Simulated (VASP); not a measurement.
Here is a VASP 6.6.1 calculation.

The input INCAR:

```
SYSTEM = MgS
ALGO = Normal
EDIFF = 1E-6
ENCUT = 520
ISIF = 2
ISMEAR = 0
LASPH = .TRUE.
LCHARG = .TRUE.
LELF = .TRUE.
LREAL = .FALSE.
LVHAR = .TRUE.
LWAVE = .FALSE.
NBANDS = 11
NELM = 100
PREC = Accurate
SIGMA = 0.01
```

File KPOINTS:

```
k-points
0
G
  7 7 7
  0 0 0
```

POSCAR

```
MgS
1.0
    0.0000000000      2.7962224227      2.7962224227
    2.7962224227      0.0000000000      2.7962224227
    2.7962224227      2.7962224227      0.0000000000
Mg S
1 1
Direct
    0.0000000000      0.0000000000      0.0000000000
    0.7500000000      0.7500000000      0.7500000000
```

Potentials or basis: VASP PAW LDA potentials, release 64 (Mg, S).

Run with:

```sh
$ cat potpaw_LDA.64/Mg/POTCAR potpaw_LDA.64/S/POTCAR > POTCAR
$ mpirun -np 1 vasp_std > vasp.out
```

Task: Predict the pressure.

Result: -0.3 GPa.

Task: Estimate the band gap on the k mesh.

Result: 3.38 eV, direct.

A k mesh can miss the band edges.
